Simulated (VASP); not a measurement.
## S: single point with LDA

The system is S.

```
S
1.0
     0.00000    2.05418    1.99435
     2.05418    0.00000    1.99435
     2.05418    2.05418    0.00000
S
1
Direct
  0.00000 0.00000 0.00000
```

This cell differs from its parent crystal: strain +0.030 along x and y, +0.000 along z.

```json
{"Program": "VASP 6.6.1", "Task": "single point", "Functional": "LDA", "Potentials or basis": "VASP PAW LDA potentials, release 64 (S)", "Cutoff": "520 eV", "k mesh": "20 × 20 × 20", "Occupations": "gaussian, width 0.15 eV", "Spin": "no spin polarisation", "Dipole correction": "no", "Further INCAR settings": "ALGO = Normal; EDIFF = 1e-06; NBANDS = 9"}
```

```yaml
Pressure: -10.3 GPa
Band_gap_on_the_k_mesh: zero (bands 3 and 4 overlap by 5.31 eV)
```

Stress tensor (GPa, compression positive):
```
 -9.57   0.00   0.00
  0.00  -9.57   0.00
  0.00   0.00 -11.87
```

Levels at points of the mesh, in eV from the Fermi level:
```csv
k point,band 1,band 2,band 3,band 4,band 5,band 6
"(0.00, 0.00, 0.00)",-16.07,2.88,2.88,2.89,11.97,11.97
"(0.50, 0.00, 0.00)",-12.32,-6.91,1.53,1.88,9.16,11.04
"(0.50, 0.50, 0.00)",-10.63,-5.82,-1.02,-1.02,5.19,5.95
"(0.50, 0.00, 0.50)",-10.96,-6.05,-0.79,-0.53,5.57,6.20
```

Wall time 72 s on 1 thread of Intel Xeon 8259CL, on a shared host, peak memory 0.19 GiB.

Caveat: the cell differs from its parent crystal (strain +0.030 along x and y, +0.000 along z); the cell stands under tension.
